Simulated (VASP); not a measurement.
# Ge3Pd: single point with PBEsol+U

The system is Ge3Pd.

```
Pd Ge
1.0
     4.14202    0.00000    0.00000
     0.00000    4.14202    0.00000
     0.00000    0.00000    4.14202
Pd Ge
1 3
Direct
  0.00000 0.00000 0.00000
  0.50000 0.50000 0.00000
  0.50000 0.00000 0.50000
  0.00000 0.50000 0.50000
```

```yaml
Program: VASP 6.6.1
Task: single point
Functional: PBEsol
Potentials_or_basis: VASP PAW PBE potentials, release 64 (Pd, Ge_d)
Cutoff: 520 eV
k_mesh: 7 × 7 × 7
Occupations: fermi-dirac, width 0.05 eV
Spin: no spin polarisation
Hubbard_terms: Pd d U = 2.0 eV
Dipole_correction: no
Further_INCAR_settings: ALGO = Normal; EDIFF = 1e-06; NBANDS = 34
```

```
Pressure               : -5.4 GPa
Band gap on the k mesh : zero (band 26 reaches 7.44 eV, above the bottom of band 27 at 5.70 eV)
```

Levels at points of the mesh, in eV from the Fermi level:
| k point | band 23 | band 24 | band 25 | band 26 | band 27 | band 28 | band 29 | band 30 |
| --- | --- | --- | --- | --- | --- | --- | --- | --- |
| (0.00, 0.00, 0.00) | -2.91 | -2.91 | -1.76 | -1.76 | 0.96 | 3.03 | 3.03 | 3.03 |

Eigenvalues of the final occupation matrices:
| site | spin | trace | eigenvalues |
| --- | --- | --- | --- |
| site 1 d | 1 | 4.43 | 0.88 0.88 0.88 0.89 0.89 |
| site 1 d | 2 | 4.43 | 0.88 0.88 0.88 0.89 0.89 |

Wall time 23 s on 1 thread of AMD EPYC 9R14 (Zen 4), with other jobs on the host, peak memory 0.17 GiB.

Caveat: the PAW data sets were made with another functional, which shifts forces and pressure a little; U without spin polarisation on a metal has little footing; the U is typed as a test and isn't derived for this compound.
